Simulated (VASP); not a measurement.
# Al8N7 (a cell with a defect) in VASP: notebook

Runs on Al8N7 (a cell with a defect). Level: PBE. Tasks: single point, relaxation of the atoms.

Everything below comes from runs of VASP 6.6.1. Logs are shortened: lines on timing, memory, paths and dates and some standing lists are left out, and cuts for length are marked.

**1. The cell of the first run**

The cell holds a defect, 15 atoms: a = 6.220 Å, b = 5.387 Å, c = 4.980 Å, α = 90.00°, β = 90.00°, γ = 90.00°.

**2. Single point, PBE**

Contents of INCAR:

```
SYSTEM = Al8N7
ALGO = Normal ; EDIFF = 1E-7
ENCUT = 520 ; GGA = PE
ISIF = 2 ; ISMEAR = 0
LASPH = .True. ; LCHARG = .False.
LREAL = Auto ; LWAVE = .False.
NBANDS = 42 ; NELECT = 60.0
NELM = 80 ; PREC = Accurate
SIGMA = 0.02
```

Contents of KPOINTS:

```
k-points
0
Gamma
  2 3 3
  0 0 0
```

Contents of POSCAR:

```
Al8N7
1.0
   -3.1099999950     -5.3866780029      0.0000000000
    4.6649999975     -2.6933390043      0.0000000000
    0.0000000000      0.0000000000      4.9800000000
Al N
8 7
Direct
    0.5000000000      0.6433188781      0.0090921186
    0.5000000000      0.3159522884      0.5166321255
    0.2595585729      0.1848094296     -0.0164782226
    0.2518825378      0.8341950351      0.5074523097
    0.0000000000      0.6704315434      0.0031933313
    0.0000000000      0.3323218425      0.4921764667
    0.7404414271      0.1848094296     -0.0164782226
    0.7481174622      0.8341950351      0.5074523097
    0.5000000000      0.6599109696      0.4018669796
    0.7535395414      0.1616300414      0.3679279215
    0.2464604586      0.1616300414      0.3679279215
    0.2524509287      0.8365292696      0.8889095512
    0.0000000000      0.6679034931      0.3850271965
    0.0000000000      0.3425001037      0.8703886623
    0.7475490713      0.8365292696      0.8889095512
```

Potentials or basis: VASP PAW PBE potentials, release 64 (Al, N).

Launch:

```sh
> cat potpaw_PBE.64/Al/POTCAR potpaw_PBE.64/N/POTCAR > POTCAR
> mpirun -np 1 vasp_std > vasp.out
```

OUTCAR:

```text
SYSTEM = Al8N7
   EDIFF = 1E-7
   ENCUT = 520
   GGA = PE
   ISIF = 2
   ISMEAR = 0
   LASPH = .True.
   LREAL = Auto
   NELECT = 60.0
   NELM = 80
   PREC = Accurate

 ion  position               nearest neighbor table
   1  0.500  0.643  0.009-  15 1.95  12 1.95   9 1.96   3 2.89   7 2.89   2 3.02   2 3.08   8 3.10
                             4 3.10   8 3.11   4 3.11   5 3.11   5 3.11   7 3.28   3 3.28
   2  0.500  0.316  0.517-  11 1.93  10 1.93   9 1.94   3 2.85   7 2.85   4 3.02   8 3.02   1 3.02
                             1 3.08   6 3.11   6 3.11   3 3.13   7 3.13   8 3.19   4 3.19
   3  0.260  0.185  0.984-  14 1.91  11 1.92  12 1.93   2 2.85   1 2.89   7 2.99   4 3.03   6 3.04
                             5 3.08   6 3.11   2 3.13   5 3.21   4 3.22   7 3.23   1 3.28
   4  0.252  0.834  0.507-   9 1.88  11 1.90  12 1.90  13 1.90   2 3.02   3 3.03   5 3.05   8 3.09
                             5 3.09   1 3.10   6 3.11   1 3.11   6 3.13   8 3.13   2 3.19   3 3.22
   5  0.000  0.670  0.003-  14 1.89  12 1.89  15 1.89  13 1.90   6 3.04   4 3.05   8 3.05   7 3.08
                             3 3.08   4 3.09   8 3.09   1 3.11   1 3.11   6 3.13   3 3.21   7 3.21
   6  0.000  0.332  0.492-  14 1.88  13 1.88  10 1.89  11 1.89   7 3.04   3 3.04   5 3.04   7 3.11
                             3 3.11   8 3.11   4 3.11   2 3.11   2 3.11   4 3.13   8 3.13   5 3.13
   7  0.740  0.185  0.984-  14 1.91  10 1.92  15 1.93   2 2.85   1 2.89   3 2.99   8 3.03   6 3.04
                             5 3.08   6 3.11   2 3.13   5 3.21   8 3.22   3 3.23   1 3.28
   8  0.748  0.834  0.507-   9 1.88  10 1.90  15 1.90  13 1.90   2 3.02   7 3.03   5 3.05   4 3.09
                             5 3.09   1 3.10   6 3.11   1 3.11   6 3.13   4 3.13   2 3.19   7 3.22
   9  0.500  0.660  0.402-   8 1.88   4 1.88   2 1.94   1 1.96
  10  0.754  0.162  0.368-   6 1.89   8 1.90   7 1.92   2 1.93
  11  0.246  0.162  0.368-   6 1.89   4 1.90   3 1.92   2 1.93
  12  0.252  0.837  0.889-   5 1.89   4 1.90   3 1.93   1 1.95
  13  0.000  0.668  0.385-   6 1.88   5 1.90   4 1.90   8 1.90
  14  0.000  0.343  0.870-   6 1.88   5 1.89   7 1.91   3 1.91
  15  0.748  0.837  0.889-   5 1.89   8 1.90   7 1.93   1 1.95

  LATTYP: Found a simple orthorhombic cell.
 ALAT       =     4.9800000000
 B/A-ratio  =     1.0816622507
 C/A-ratio  =     1.2489959819

  Lattice vectors:

 A1 = (   0.0000000000,   0.0000000000,  -4.9800000000)
 A2 = (   4.6649999975,  -2.6933390043,   0.0000000000)
 A3 = (  -3.1099999950,  -5.3866780029,   0.0000000000)

Analysis of symmetry for initial positions (statically):
=====================================================================
 Subroutine PRICEL returns:
 Original cell was already a primitive cell.

 Routine SETGRP: Setting up the symmetry group for a
[... 152 lines left out ...]
  volume/ion in A,a.u.               =      11.12        75.07
  Fermi-wavevector in a.u.,A,eV,Ry     =   1.164157  2.199938 18.439462  1.355262
  Thomas-Fermi vector in A             =   2.300699
   LORBIT       =      0    0 simple, 1 ext, 2 COOP (PROOUT), +10 PAW based schemes
   GGA     = PE    functional components
   LHFCALC =     F    Hartree Fock is set to
   AEXX    =    0.0000 exact exchange contribution
   IVDW    =     0    specifies the selected vdW correction
   LEPSILON=     F    determine dielectric tensor
   LRPA    =     F    only Hartree local field effects (RPA)
 non-spin polarized calculation
 Gauss-broadening in eV      SIGMA  =   0.02
  energy-cutoff  :      520.00
  volume of cell :      166.86
 maximum number of plane-waves:      4510
 NGX is ok and might be reduce to    48
   NGX = 23   NGY = 21   NGZ = 19

 number of electron      59.9999997 magnetization

 Free energy of the ion-electron system (eV)
  ---------------------------------------------------
  ext. energy  EPLUGINS =         0.00000000
  ---------------------------------------------------
  free energy    TOTEN  =       -95.64133469 eV

  energy without entropy =      -95.64003258  energy(sigma->0) =      -95.64068363

 E-fermi :   9.3856     XC(G=0): -10.8579

 val. band max:        9.2931097194   @ k =   0.5000   0.3333   0.0000
 cond. band min:       9.3858235485   @ k =   0.0000   0.0000   0.3333
 fundamental gap:      0.0927138291
 Fermi energy:         9.3856329663

 k-point     1 :       0.0000    0.0000    0.0000
  band No.  band energies     occupation
      1      -9.1796      2.00000
      2      -7.4630      2.00000
      3      -7.4236      2.00000
      4      -7.2282      2.00000
      5      -7.0202      2.00000
      6      -6.6934      2.00000
[... 439 lines left out ...]
     41      14.6415      0.00000
     42      14.6861      0.00000

------------------------ aborting loop because EDIFF is reached ----------------------------------------

  FORCE on cell =-STRESS in cart. coord.  units (eV):
  Direction    XX          YY          ZZ          XY          YZ          ZX
  --------------------------------------------------------------------------------------
  -------------------------------------------------------------------------------------
  Total       12.5149283     13.7310897     14.8580294      1.0532267     -1.1469246      1.9865317
  in kB      120.1705928    131.8483942    142.6694719     10.1132727    -11.0129765     19.0750350
  external PRESSURE =     131.5628196 kB  Pullay stress =       0.0000000 kB

 VOLUME and BASIS-vectors are now :
 -----------------------------------------------------------------------------
  energy-cutoff  :      520.00
  volume of cell :      166.86
      direct lattice vectors                 reciprocal lattice vectors
    -3.109999995 -5.386678003  0.000000000    -0.080385852 -0.139232380  0.000000000
     4.664999997 -2.693339004  0.000000000     0.160771704 -0.092821587  0.000000000
     0.000000000  0.000000000  4.980000000     0.000000000  0.000000000  0.200803213

 POSITION                                       TOTAL-FORCE (eV/Angst)
 -----------------------------------------------------------------------------------
      1.44608     -4.42601      0.04528         0.017338     -0.010010      0.007289
     -0.08108     -3.54431      2.57283        -0.019721      0.011386     -0.023849
      0.05491     -1.89591      4.89794         0.007422     -0.000933     -0.006394
      3.10817     -3.60358      2.52711        -0.002959     -0.003006      0.004075
      3.12756     -1.80570      0.01590         0.002241     -0.001294     -0.010216
      1.55028     -0.89506      2.45104         0.006782     -0.003915     -0.002991
     -1.44064     -4.48627      4.89794         0.004519     -0.005961     -0.006394
      1.56487     -6.27664      2.52711         0.001124      0.004065      0.004075
      1.52348     -4.47070      2.00130        -0.002188      0.001263     -0.001160
     -1.58950     -4.49440      1.83228         0.015790      0.007299      0.009511
     -0.01249     -1.76293      1.83228         0.001574     -0.017324      0.009511
      3.11729     -3.61293      4.42677        -0.008444      0.008015      0.003338
      3.11577     -1.79889      1.91744        -0.001850      0.001068      0.006074
      1.59776     -0.92247      4.33454        -0.010466      0.006042      0.003792
      1.57753     -6.27986      4.42677        -0.011163      0.003305      0.003338
 -----------------------------------------------------------------------------------
    total drift:                               -0.004685      0.002705      0.006936

  FREE ENERGIE OF THE ION-ELECTRON SYSTEM (eV)
  ---------------------------------------------------
  free  energy   TOTEN  =       -95.6413346905 eV

  energy  without entropy=      -95.6400325779  energy(sigma->0) =      -95.64068363
```

stdout:

```text
POSCAR found type information on POSCAR AlN
 POSCAR found :  2 types and      15 ions
 scaLAPACK will be used
 LDA part: xc-table for (Slater+PW92), standard interpolation
 POSCAR, INCAR and KPOINTS ok, starting setup
 FFT: planning ... GRIDC
 FFT: planning ... GRID_SOFT
 FFT: planning ... GRID
 WAVECAR not read
 entering main loop
 the old and the new charge density differ
 old charge density:    59.00000 new   60.00000
    0.233E+01
```

Run time: 2.9 min. Hardware: 1 thread of AMD EPYC 7R43 (Zen 3), shared host; peak memory 0.24 GiB.

What came out:

```yaml
Free_energy: -95.6413 eV
Largest_force: 0.033 eV/Å
```

Forces on the atoms (eV/Å):
```
Al   0.017 -0.010  0.007
Al  -0.020  0.011 -0.024
Al   0.007 -0.001 -0.006
Al  -0.003 -0.003  0.004
Al   0.002 -0.001 -0.010
Al   0.007 -0.004 -0.003
Al   0.005 -0.006 -0.006
Al   0.001  0.004  0.004
N   -0.002  0.001 -0.001
N    0.016  0.007  0.010
N    0.002 -0.017  0.010
N   -0.008  0.008  0.003
N   -0.002  0.001  0.006
N   -0.010  0.006  0.004
N   -0.011  0.003  0.003
```

Caveat: the k points lie up to 0.51 Å⁻¹ apart; the cell carries a net charge on a neutralising background, which shifts energy and pressure; the cell is charged against a uniform background, so pressure and absolute levels hang on convention.

**3. Single point, PBE**

Contents of INCAR:

```
SYSTEM = Al8N7
ALGO = Normal
EDIFF = 1E-7
ENCUT = 520
GGA = PE
ISIF = 2
ISMEAR = 0
LASPH = .TRUE.
LCHARG = .TRUE.
LELF = .TRUE.
LREAL = Auto
LVHAR = .TRUE.
LWAVE = .FALSE.
NBANDS = 42
NELECT = 60.0
NELM = 60
PREC = Accurate
SIGMA = 0.02
```

Contents of KPOINTS:

```
k-points
0
G
  2 3 3
  0 0 0
```

Contents of POSCAR:

```
Al8N7
1.0
   -3.1100000000     -5.3866780000      0.0000000000
    4.6650000000     -2.6933390000      0.0000000000
    0.0000000000      0.0000000000      4.9800000000
Al N
8 7
Direct
    0.4999999897      0.6433189642      0.0090921687
    0.5000000870      0.3159522552      0.5166321285
    0.2595585731      0.1848094668     -0.0164783133
    0.2518825291      0.8341949980      0.5074524096
   -0.0000000468      0.6704314801      0.0031933735
   -0.0000000210      0.3323217438      0.4921765060
    0.7404414406      0.1848094063     -0.0164783133
    0.7481174389      0.8341951200      0.5074524096
    0.4999999806      0.6599110267      0.4018670683
    0.7535395044      0.1616299804      0.3679279116
    0.2464605203      0.1616300575      0.3679279116
    0.2524509329      0.8365293465      0.8889096386
    0.0000000495      0.6679035700      0.3850271084
    0.0000000145      0.3425001168      0.8703887550
    0.7475491000      0.8365291963      0.8889096386
```

Potentials or basis: VASP PAW PBE potentials, release 64 (Al, N).

Launch:

```sh
> cat potpaw_PBE.64/Al/POTCAR potpaw_PBE.64/N/POTCAR > POTCAR
> mpirun -np 1 vasp_std > vasp.out
```

It took 3.2 min on 1 thread of AMD EPYC 7R43 (Zen 3), shared host; peak memory 0.24 GiB.

It converged, with:

```yaml
Free_energy: -95.6413 eV
Largest_force: 0.033 eV/Å
```

Forces on the atoms (eV/Å):
```
Al   0.017 -0.010  0.007
Al  -0.020  0.011 -0.024
Al   0.007 -0.001 -0.006
Al  -0.003 -0.003  0.004
Al   0.002 -0.001 -0.010
Al   0.007 -0.004 -0.003
Al   0.005 -0.006 -0.006
Al   0.001  0.004  0.004
N   -0.002  0.001 -0.001
N    0.016  0.007  0.010
N    0.002 -0.017  0.010
N   -0.008  0.008  0.003
N   -0.002  0.001  0.006
N   -0.010  0.006  0.004
N   -0.011  0.003  0.003
```

Levels at points of the mesh, in eV from the Fermi level:
| k point | band 26 | band 27 | band 28 | band 29 | band 30 | band 31 | band 32 | band 33 | band 34 | band 35 |
| --- | --- | --- | --- | --- | --- | --- | --- | --- | --- | --- |
| (0.00, 0.00, 0.00) | -4.22 | -4.06 | -3.92 | -3.91 | 0.14 | 0.68 | 0.86 | 1.61 | 1.93 | 2.13 |
| (0.50, 0.00, 0.00) | -4.52 | -4.10 | -3.84 | -3.32 | -1.01 | 0.45 | 1.06 | 1.66 | 1.70 | 3.33 |

Caveat: the k points lie up to 0.51 Å⁻¹ apart; the cell carries a net charge on a neutralising background, which shifts energy and pressure; the cell is charged against a uniform background, so pressure and absolute levels hang on convention.

[end of part 1 of 2]
